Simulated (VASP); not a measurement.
# InSe (P2_13) in VASP: relaxation of cell and atoms with PBE

Aim: the relaxation of cell and atoms of InSe with PBE.

Program: VASP 6.6.1. These are calculated values, not measurements. Logs are shortened: lines on timing, memory, paths and dates and some standing lists are left out, and cuts for length are marked.

## Step 1: The cell of the first run

It takes space group P2_13 (No. 198, cubic). The conventional cell has a = 5.946 Å, b = 5.946 Å, c = 5.946 Å, α = 90.00°, β = 90.00°, γ = 90.00°. In (site symmetry 3) has 6 Se at 2.97 to 2.98 Å within 3.9 Å. Within 3.9 Å of Se (site symmetry 3) lie 6 In at 2.97 to 2.98 Å.

## Step 2: Relaxation of cell and atoms, PBE

The input, INCAR:

```
  ALGO = Fast
  EDIFF = 1E-6
  EDIFFG = -0.01
  ENCUT = 600
  GGA = PE
  IBRION = 2
  ISIF = 3
  ISMEAR = 0
  LASPH = True
  LCHARG = False
  LREAL = False
  LWAVE = False
  NELM = 60
  NSW = 100
  PREC = Accurate
  SIGMA = 0.1
```

The input, KPOINTS:

```
k-points
0
Gamma
  6 6 6
```

The input, POSCAR:

```
InSe
1.0
    5.9458820409      0.0000000000      0.0000000000
    0.0000000000      5.9458820409      0.0000000000
    0.0000000000      0.0000000000      5.9458820409
In Se
4 4
Direct
    0.2464022987      0.2464022987      0.2464022987
    0.2535977013      0.7535977013      0.7464022987
    0.7464022987      0.2535977013      0.7535977013
    0.7535977013      0.7464022987      0.2535977013
    0.7526066726      0.7526066726      0.7526066726
    0.7473933274      0.2473933274      0.2526066726
    0.2526066726      0.7473933274      0.2473933274
    0.2473933274      0.2526066726      0.7473933274
```

Potentials or basis: VASP PAW PBE potentials, release 64 (In_d, Se).

Launch:

```sh
$ cat potpaw_PBE.64/In_d/POTCAR potpaw_PBE.64/Se/POTCAR > POTCAR
$ mpirun -np 1 vasp_std > vasp.out
```

OUTCAR:

```text
EDIFF = 1E-6
   EDIFFG = -0.01
   ENCUT = 600
   GGA = PE
   IBRION = 2
   ISIF = 3
   ISMEAR = 0
   LASPH = True
   LREAL = False
   NELM = 60
   NSW = 100
   PREC = Accurate

 ion  position               nearest neighbor table
   1  0.246  0.246  0.246-   6 2.97   7 2.97   8 2.97   7 2.98   6 2.98   8 2.98
   2  0.254  0.754  0.746-   5 2.97   7 2.97   8 2.97   8 2.98   5 2.98   7 2.98
   3  0.746  0.254  0.754-   5 2.97   6 2.97   8 2.97   8 2.98   5 2.98   6 2.98
   4  0.754  0.746  0.254-   5 2.97   6 2.97   7 2.97   6 2.98   7 2.98   5 2.98
   5  0.753  0.753  0.753-   2 2.97   3 2.97   4 2.97   3 2.98   2 2.98   4 2.98
   6  0.747  0.247  0.253-   1 2.97   3 2.97   4 2.97   4 2.98   1 2.98   3 2.98
   7  0.253  0.747  0.247-   1 2.97   2 2.97   4 2.97   4 2.98   1 2.98   2 2.98
   8  0.247  0.253  0.747-   1 2.97   2 2.97   3 2.97   2 2.98   3 2.98   1 2.98

  LATTYP: Found a simple cubic cell.
 ALAT       =     5.9458820409

  Lattice vectors:

 A1 = (   5.9458820409,   0.0000000000,   0.0000000000)
 A2 = (   0.0000000000,   5.9458820409,   0.0000000000)
 A3 = (   0.0000000000,   0.0000000000,   5.9458820409)

Analysis of symmetry for initial positions (statically):
=====================================================================
 Subroutine PRICEL returns:
 Original cell was already a primitive cell.

 Routine SETGRP: Setting up the symmetry group for a
 simple cubic supercell.

 Subroutine GETGRP returns: Found 12 space group operations
 (whereof  3 operations were pure point group operations)
 out of a pool of 48 trial point group operations.

The static configuration has the point symmetry C_3 .
 The point group associated with its full space group is T   .

Analysis of symmetry for dynamics (positions and initial velocities):
=====================================================================
 Subroutine PRICEL returns:
 Original cell was already a primitive cell.

 Routine SETGRP: Setting up the symmetry group for a
 simple cubic supercell.

 Subroutine GETGRP returns: Found 12 space group operations
 (whereof  3 operations were pure point group operations)
 out of a pool of 48 trial point group operations.

The dynamic configuration has the point symmetry C_3 .
 The point group associated with its full space group is T   .

 Subroutine INISYM returns: Found 12 space group operations
 (whereof  3 operations are pure point group operations),
 and found     1 'primitive' translations

----------------------------------------------------------------------------------------

                                     Primitive cell

  volume of cell :     210.2078

[... 106 lines left out ...]
   ISYM   =      2    0-nonsym 1-usesym 2-fastsym
   POTIM  = 0.5000    time-step for ionic-motion
   TEBEG  =    0.0;   TEEND  =   0.0 temperature during run
   PSTRESS=    0.0 pullay stress
   NELECT =      76.0000    total number of electrons
   NUPDOWN=      -1.0000    fix difference up-down
   EMIN   =  10.00;   EMAX   =-10.00  energy-range for DOS
   EFERMI =   0.00;   METHOD = LEGACY
   ISMEAR =     0;   SIGMA  =   0.10  broadening in eV -4-tet -1-fermi 0-gaus
   EFERMI_NEDOS =   21; number of points for ismear=-14 and -15
   IALGO  =     68    algorithm
   IMIX   =      4    mixing-type and parameters
     AMIX     =   0.40;   BMIX     =  1.00
     AMIX_MAG =   1.60;   BMIX_MAG =  1.00
  volume/ion in A,a.u.               =      26.28       177.32
  Fermi-wavevector in a.u.,A,eV,Ry     =   1.166263  2.203917 18.506220  1.360169
  Thomas-Fermi vector in A             =   2.302778
   LORBIT       =      0    0 simple, 1 ext, 2 COOP (PROOUT), +10 PAW based schemes
   GGA     = PE    functional components
   LHFCALC =     F    Hartree Fock is set to
   AEXX    =    0.0000 exact exchange contribution
   IVDW    =     0    specifies the selected vdW correction
   LEPSILON=     F    determine dielectric tensor
   LRPA    =     F    only Hartree local field effects (RPA)
 conjugate gradient relaxation of ions
 non-spin polarized calculation
 RMM-DIIS sequential band-by-band and
 Gauss-broadening in eV      SIGMA  =   0.10
  energy-cutoff  :      600.00
  volume of cell :      210.21
 maximum number of plane-waves:      7088
   NGX = 23   NGY = 23   NGZ = 23

--------------------------------------- Ionic step        1  -------------------------------------------

 number of electron      75.9999984 magnetization

 Free energy of the ion-electron system (eV)
  ---------------------------------------------------
  ext. energy  EPLUGINS =         0.00000000
  ---------------------------------------------------
  free energy    TOTEN  =       -27.75132013 eV

  energy without entropy =      -27.73655922  energy(sigma->0) =      -27.74393968

------------------------ aborting loop because EDIFF is reached ----------------------------------------

  FORCE on cell =-STRESS in cart. coord.  units (eV):
  Direction    XX          YY          ZZ          XY          YZ          ZX
  --------------------------------------------------------------------------------------
  -------------------------------------------------------------------------------------
  Total       -0.7416256     -0.7416256     -0.7416256      0.0000000      0.0000000      0.0000000
  in kB       -5.6525765     -5.6525765     -5.6525765      0.0000000      0.0000000      0.0000000
  external PRESSURE =      -5.6525765 kB  Pullay stress =       0.0000000 kB
[... 107 lines left out ...]
  FREE ENERGIE OF THE ION-ELECTRON SYSTEM (eV)
  ---------------------------------------------------
  free  energy   TOTEN  =       -27.7559939078 eV

  energy  without entropy=      -27.7417294469  energy(sigma->0) =      -27.74886168

[... ionic steps 4 to 9 ...]

--------------------------------------- Ionic step       10  -------------------------------------------

 number of electron      75.9999998 magnetization

------------------------ aborting loop because EDIFF is reached ----------------------------------------
[... 79 lines left out ...]
--------------------------------------- Ionic step       12  -------------------------------------------

 number of electron      76.0000002 magnetization

 Free energy of the ion-electron system (eV)
  ---------------------------------------------------
  ext. energy  EPLUGINS =         0.00000000
  ---------------------------------------------------
  free energy    TOTEN  =       -27.75885733 eV

  energy without entropy =      -27.74441108  energy(sigma->0) =      -27.75163420

 E-fermi :   5.6345     XC(G=0):  -9.6754

 val. band max:        5.6251291830   @ k =   0.5000   0.1667   0.1667
 cond. band min:       5.7141209578   @ k =  -0.1667   0.3333   0.0000
 fundamental gap:      0.0889917748
 Fermi energy:         5.6344695557

 k-point     1 :       0.0000    0.0000    0.0000
  band No.  band energies     occupation
      1      -9.4018      2.00000
      2      -9.4018      2.00000
      3      -9.4018      2.00000
      4      -9.0308      2.00000
      5      -9.0308      2.00000
      6      -9.0308      2.00000
[... 1176 lines left out ...]
  FREE ENERGIE OF THE ION-ELECTRON SYSTEM (eV)
  ---------------------------------------------------
  free  energy   TOTEN  =       -27.7588573263 eV

  energy  without entropy=      -27.7444110793  energy(sigma->0) =      -27.75163420

 reached required accuracy - stopping structural energy minimisation
```

OSZICAR:

```text
N       E                     dE             d eps       ncg     rms          rms(c)
DAV:   1     0.828855918735E+03    0.82886E+03   -0.37231E+04  2160   0.215E+03
DAV:   2     0.102999127965E+03   -0.72586E+03   -0.71174E+03  2160   0.538E+02
DAV:   3    -0.196336040357E+02   -0.12263E+03   -0.11832E+03  2641   0.215E+02
[... 143 lines left out ...]
RMM:   2    -0.277587355925E+02   -0.41140E-03   -0.44079E-03  2576   0.474E-01    0.433E-02
RMM:   3    -0.277588418987E+02   -0.10631E-03   -0.13420E-03  2895   0.241E-01    0.292E-02
RMM:   4    -0.277588578463E+02   -0.15948E-04   -0.19526E-04  2736   0.715E-02    0.316E-02
RMM:   5    -0.277588576616E+02    0.18464E-06   -0.29507E-05  2497   0.310E-02    0.128E-02
RMM:   6    -0.277588573263E+02    0.33536E-06   -0.85654E-06  1762   0.158E-02
  12 F= -.27758857E+02 E0= -.27751634E+02  d E =-.144244E-03
```

Run time: 73 min. Hardware: 1 thread of Oxide Virtual Turin-like, shared host; peak memory 0.44 GiB.

Results:

- Free energy: -27.7589 eV
- Relaxed volume: 25.94 Å³/atom
- Relaxed cell: a = 5.921 Å, b = 5.921 Å, c = 5.921 Å, α = 90.00°, β = 90.00°, γ = 90.00°
- Space group after relaxing (to 0.1 Å): Fm-3m (No. 225)
- Energy gained by relaxing: 0.9 meV/atom
- Ionic steps: 12
- Pressure after relaxing: 0.0 GPa
- Largest force after relaxing: 0.008 eV/Å
- Band gap on the k mesh: zero (bands 38 and 39 overlap by 3.49 eV)

Forces on the atoms (eV/Å):
```
In  -0.002 -0.002 -0.002
In   0.002  0.002 -0.002
In  -0.002  0.002  0.002
In   0.002 -0.002  0.002
Se  -0.005 -0.005 -0.005
Se   0.005  0.005 -0.005
Se  -0.005  0.005  0.005
Se   0.005 -0.005  0.005
```

The path:
```tsv
step	energy change (eV)	largest force (eV/Å)	pressure (GPa)	volume (Å³)
1	0.0000	0.0305	-0.57	210.21
2	-0.0046	0.0269	0.07	207.40
3	-0.0047	0.0316	0.05	207.63
4	-0.0047	0.0337	-0.02	207.78
5	-0.0047	0.0284	0.01	207.71
6	-0.0049	0.0260	0.02	207.72
7	-0.0055	0.0186	0.08	207.73
8	-0.0064	0.0144	-0.03	207.75
9	-0.0074	0.0162	-0.06	207.81
10	-0.0071	0.0096	0.19	206.94
11	-0.0074	0.0137	0.04	207.55
12	-0.0075	0.0080	0.01	207.53
```

Final structure:
```xyz
8
Lattice="5.9205 0.0000 0.0000 0.0000 5.9205 0.0000 0.0000 0.0000 5.9205" Properties=species:S:1:pos:R:3 pbc="T T T"
In    1.4784    1.4784    1.4784
In    1.4818    4.4421    4.4387
In    4.4387    1.4818    4.4421
In    4.4421    4.4387    1.4818
Se    4.4428    4.4428    4.4428
Se    4.4379    1.4777    1.4826
Se    1.4826    4.4379    1.4777
Se    1.4777    1.4826    4.4379
```

Caveat: spin-orbit coupling is left out, which moves the levels of the heavy elements.

The gap in the log of VASP goes by the Fermi energy; the results here count the filled bands.